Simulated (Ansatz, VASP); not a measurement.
**Two plane-wave programs on Cd**

```xyz
2
Lattice="2.9442 0.0000 0.0000 -1.4721 2.5498 0.0000 0.0000 0.0000 5.4981" Properties=species:S:1:pos:R:3 pbc="T T T"
Cd    0.0000    1.6998    1.3745
Cd    1.4721    0.8499    4.1236
```

Change from the starting cell: strain along c alone, the other axes held, atoms relaxed: -2.0 %.

Alike in both runs: task single point; functional PBEsol; k mesh 24 × 24 × 10; occupations gaussian, width 0.1 eV; no spin polarisation.

|  | VASP | Ansatz |
| --- | --- | --- |
| version | VASP 6.6.1 | Ansatz 0.2.0 |
| potentials or method | VASP PAW PBE potentials, release 64 (Cd), cutoff 520 eV | scalar-relativistic, plane waves, PAW |
| valence electrons in the cell | 24 | 40 |

```tsv
	VASP	Ansatz	Ansatz less VASP
gap on the k mesh at the Fermi level (eV)	none	none	-
pressure (GPa)	1.4	1.0	-0.46
traceless stress, the component that is largest in VASP (GPa)	0.00	0.15	+0.150
```

VASP's potentials were made for PBE, not for PBEsol. A gap of «none» marks a metal or a gap that the smearing closes. VASP's potentials hold 24 valence electrons a cell and Ansatz's 40, so a difference there can come from the potentials and not from the codes.
